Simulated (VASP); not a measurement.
# NaH in VASP: further runs, part 2 of 2

VASP 6.6.1. The steps go on from the part before.

### Step 5. Single point, r2SCAN (strain along [111] +3.4%)

File POSCAR:

```
NaH
1.0
    0.0535444411      2.4510567283      2.4510567283
    2.4510567283      0.0535444411      2.4510567283
    2.4510567283      2.4510567283      0.0535444411
Na H
1 1
Direct
    0.0000000000      0.0000000000      0.0000000000
    0.5000000000      0.5000000000      0.5000000000
```

File INCAR.step1:

```
PREC = Accurate
ENCUT = 520
ISMEAR = 0
SIGMA = 0.01
LREAL = False
LASPH = True
NELM = 100
NBANDS = 11
GGA = PE
ALGO = Normal
EDIFF = 1E-4
LWAVE = True
LCHARG = False
```

File INCAR.step2:

```
PREC = Accurate
ENCUT = 520
EDIFF = 1E-6
ISMEAR = 0
SIGMA = 0.01
LREAL = False
LASPH = True
NELM = 100
ALGO = Normal
ISIF = 2
LWAVE = False
LCHARG = False
METAGGA = R2SCAN
LMIXTAU = True
NBANDS = 11
ISTART = 1
```

File KPOINTS:

```
Automatic mesh
0
Gamma
  10 10 10
```

Potentials or basis: VASP PAW PBE potentials, release 64 (Na_pv, H).

Run with:

```
$ cat potpaw_PBE.64/Na_pv/POTCAR potpaw_PBE.64/H/POTCAR > POTCAR
$ cp INCAR.step1 INCAR
$ mpirun -np 1 vasp_std > vasp.out
$ cp INCAR.step2 INCAR
$ mpirun -np 1 vasp_std > vasp.out
```

OUTCAR:

```text
PREC = Accurate
   ENCUT = 520
   EDIFF = 1E-6
   ISMEAR = 0
   LREAL = False
   LASPH = True
   NELM = 100
   ISIF = 2
   METAGGA = R2SCAN
   ISTART = 1

 ion  position               nearest neighbor table
   1  0.000  0.000  0.000-
   2  0.500  0.500  0.500-

  LATTYP: Found a trigonal (rhomboedric) cell.
 ALAT       =     3.4667311949
 COS(alpha) =     0.5217209628

  Lattice vectors:

 A1 = (   0.0535444411,   2.4510567283,   2.4510567283)
 A2 = (   2.4510567283,   0.0535444411,   2.4510567283)
 A3 = (   2.4510567283,   2.4510567283,   0.0535444411)

Analysis of symmetry for initial positions (statically):
=====================================================================
 Subroutine PRICEL returns:
 Original cell was already a primitive cell.

 Routine SETGRP: Setting up the symmetry group for a
 trigonal (rhombohedral) supercell.

 Subroutine GETGRP returns: Found 12 space group operations
 (whereof 12 operations were pure point group operations)
 out of a pool of 12 trial point group operations.

The static configuration has the point symmetry D_3d.

Analysis of symmetry for dynamics (positions and initial velocities):
=====================================================================
 Subroutine PRICEL returns:
 Original cell was already a primitive cell.

 Routine SETGRP: Setting up the symmetry group for a
 trigonal (rhombohedral) supercell.

 Subroutine GETGRP returns: Found 12 space group operations
 (whereof 12 operations were pure point group operations)
 out of a pool of 12 trial point group operations.

The dynamic configuration has the point symmetry D_3d.

 Subroutine INISYM returns: Found 12 space group operations
 (whereof 12 operations are pure point group operations),
 and found     1 'primitive' translations

----------------------------------------------------------------------------------------

[... 113 lines left out ...]
  volume/ion in A,a.u.               =      14.24        96.11
  Fermi-wavevector in a.u.,A,eV,Ry     =   1.072088  2.025953 15.638169  1.149373
  Thomas-Fermi vector in A             =   2.207848
   LORBIT       =      0    0 simple, 1 ext, 2 COOP (PROOUT), +10 PAW based schemes
   METAGGA = R2SCAN    functional components
   LHFCALC =     F    Hartree Fock is set to
   AEXX    =    0.0000 exact exchange contribution
   IVDW    =     0    specifies the selected vdW correction
   LEPSILON=     F    determine dielectric tensor
   LRPA    =     F    only Hartree local field effects (RPA)
 non-spin polarized calculation
 Gauss-broadening in eV      SIGMA  =   0.01
  energy-cutoff  :      520.00
  volume of cell :       28.49
 maximum number of plane-waves:       779
 NGX is ok and might be reduce to    28
   NGX = 13   NGY = 13   NGZ = 13

 number of electron       7.9999999 magnetization

 Free energy of the ion-electron system (eV)
  ---------------------------------------------------
  ext. energy  EPLUGINS =         0.00000000
  ---------------------------------------------------
  free energy    TOTEN  =        -7.59596517 eV

  energy without entropy =       -7.59596517  energy(sigma->0) =       -7.59596517

 E-fermi :  -1.4177     XC(G=0):  -8.1029

 val. band max:       -1.4952568164   @ k =  -0.3000   0.5000   0.2000
 cond. band min:       2.6729210139   @ k =   0.5000   0.5000   0.5000
 fundamental gap:      4.1681778303
 Fermi energy:        -1.4176506047

 k-point     1 :       0.0000    0.0000    0.0000
  band No.  band energies     occupation
      1     -24.4059      2.00000
      2     -24.4059      2.00000
      3     -24.4002      2.00000
      4      -5.0056      2.00000
      5       9.8466      0.00000
      6      14.3257      0.00000
      7      15.0584      0.00000
      8      15.0584      0.00000
      9      15.0728      0.00000
     10      15.9642      0.00000
     11      15.9642      0.00000
[... 309 lines left out ...]
 k-point    24 :       0.4000    0.3000    0.0000
  band No.  band energies     occupation
      1     -24.4677      2.00000
      2     -24.4305      2.00000
      3     -24.4233      2.00000
      4      -2.5579      2.00000
      5       4.9369      0.00000
      6       8.4979      0.00000
      7      10.1224      0.00000
      8      11.3171      0.00000
      9      13.6307      0.00000
     10      20.3840      0.00000
     11      21.9013      0.00000

 [... further k-points ...]
[... 5 lines left out ...]
  --------------------------------------------------------------------------------------
  -------------------------------------------------------------------------------------
  Total       -0.1811693     -0.1811693     -0.1811693     -0.0958658     -0.0958658     -0.0958658
  in kB      -10.1899543    -10.1899543    -10.1899543     -5.3920166     -5.3920166     -5.3920166
  external PRESSURE =     -10.1899543 kB  Pullay stress =       0.0000000 kB

 VOLUME and BASIS-vectors are now :
 -----------------------------------------------------------------------------
  energy-cutoff  :      520.00
  volume of cell :       28.49
      direct lattice vectors                 reciprocal lattice vectors
     0.053544441  2.451056728  2.451056728    -0.210802821  0.206296188  0.206296188
     2.451056728  0.053544441  2.451056728     0.206296188 -0.210802821  0.206296188
     2.451056728  2.451056728  0.053544441     0.206296188  0.206296188 -0.210802821

 POSITION                                       TOTAL-FORCE (eV/Angst)
 -----------------------------------------------------------------------------------
      0.00000      0.00000      0.00000         0.000000      0.000000     -0.000000
      2.47783      2.47783      2.47783         0.000000      0.000000      0.000000
 -----------------------------------------------------------------------------------
    total drift:                               -0.000000     -0.000000     -0.000000

  FREE ENERGIE OF THE ION-ELECTRON SYSTEM (eV)
  ---------------------------------------------------
  free  energy   TOTEN  =        -7.5959651660 eV

  energy  without entropy=       -7.5959651660  energy(sigma->0) =       -7.59596517
```

OUTCAR.step1:

```text
PREC = Accurate
   ENCUT = 520
   ISMEAR = 0
   LREAL = False
   LASPH = True
[... 559 lines left out ...]
      0.00000      0.00000      0.00000         0.000000      0.000000      0.000000
      2.47783      2.47783      2.47783        -0.000000     -0.000000     -0.000000
 -----------------------------------------------------------------------------------
    total drift:                               -0.000000     -0.000000     -0.000000

  FREE ENERGIE OF THE ION-ELECTRON SYSTEM (eV)
  ---------------------------------------------------
  free  energy   TOTEN  =        -5.0845005304 eV

  energy  without entropy=       -5.0845005304  energy(sigma->0) =       -5.08450053
```

Wall time 2.8 min (1 thread of Intel Xeon Platinum 8259CL at 2.50GHz (Skylake/Cascade Lake), shared host); peak memory 0.17 GiB.

What came out:

* Free energy: -7.5960 eV
* Pressure: -1.0 GPa
* Band gap on the k mesh: 4.17 eV, indirect (least direct gap 5.12 eV)

Caveat: the cell differs from its parent crystal (strain along [111] +3.4%); the PAW data sets were made with another functional, which shifts forces and pressure a little.

### Step 6. The runs side by side

| level | cell | smearing | gap on the mesh (eV) | pressure (GPa) |
| --- | --- | --- | --- | --- |
| PBE | a = 3.352 Å, angles 60.0°, 2 atoms | fermi-dirac 0.02 eV | 3.88 | 1.4 |
| r2SCAN | a = 3.352 Å, angles 60.0°, 2 atoms | gaussian 0.01 eV | 4.49 | 0.7 |
| PBE | a = 3.467 Å, angles 58.6°, 2 atoms | fermi-dirac 0.02 eV | 3.56 | -0.3 |
| r2SCAN | a = 3.467 Å, angles 58.6°, 2 atoms | gaussian 0.01 eV | 4.17 | -1.0 |

Alike in all rows: task single point; potentials or basis VASP PAW PBE potentials, release 64 (Na_pv, H); no spin polarisation; k mesh 10 × 10 × 10; cutoff (eV) 520.

Caveats: the PAW data sets were made with another functional, which shifts forces and pressure a little (some runs).

Total energies depend on the potentials used, so only differences within one code and one set of settings carry meaning.
